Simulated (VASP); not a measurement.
Runs of VASP 6.6.1 on NbP. The structure is that of space group P-6m2 (No. 187), or close to it. The cells are those of the table. 

| task | level | cell | k mesh | cutoff (eV) | gap on the mesh (eV) | pressure (GPa) | relaxed volume (Å³/atom) |
| --- | --- | --- | --- | --- | --- | --- | --- |
| single point | PBE+D3(BJ) | a = 3.332, b = 3.332, c = 3.339 Å, angles 90.0, 90.0, 120.0°, 2 atoms | 12 × 12 × 12, shifted | 500 | none | -6.8 | - |
| relaxation of cell and atoms | PBE | relaxed from a = 3.341, b = 3.341, c = 3.322 Å, angles 90.0, 90.0, 120.0°, 2 atoms | 12 × 12 × 12 | 500 | none | 0.0 | 16.01 |
| single point | PBE | a = 3.332, b = 3.332, c = 3.339 Å, angles 90.0, 90.0, 120.0°, 2 atoms | 12 × 12 × 12 | 500 | none | -0.5 | - |
| single point | PBE | a = 3.110, b = 3.110, c = 3.003 Å, angles 90.0, 90.0, 120.0°, 2 atoms | 6 × 6 × 6 | 520 | none | (b) | - |
| relaxation of cell and atoms | PBE | relaxed from a = 3.110, b = 3.110, c = 3.003 Å, angles 90.0, 90.0, 120.0°, 2 atoms | 6 × 6 × 6 | 500 | none | 0.0 | (a) |
| single point | PBE | a = 3.341, b = 3.341, c = 3.322 Å, angles 90.0, 90.0, 120.0°, 2 atoms | 6 × 6 × 6 | 500 | none | -0.2 | - |

Alike in all rows: potentials or basis VASP PAW PBE potentials, release 64 (Nb_sv, P); no spin polarisation; smearing gaussian 0.1 eV.

Task: Estimate the missing entries.

Result: (a) 16.04; (b) 78.4.

Caveats: some runs use coarse meshes; pairwise dispersion overbinds metals, which lowers pressure and volume (some runs); the volume moved by over 15 % at a fixed basis, so the end points are rough (some runs).

A k mesh can miss the band edges, and the runs leave out spin-orbit coupling on Nb.

A gap of «none» marks levels without a gap at the run's occupations.
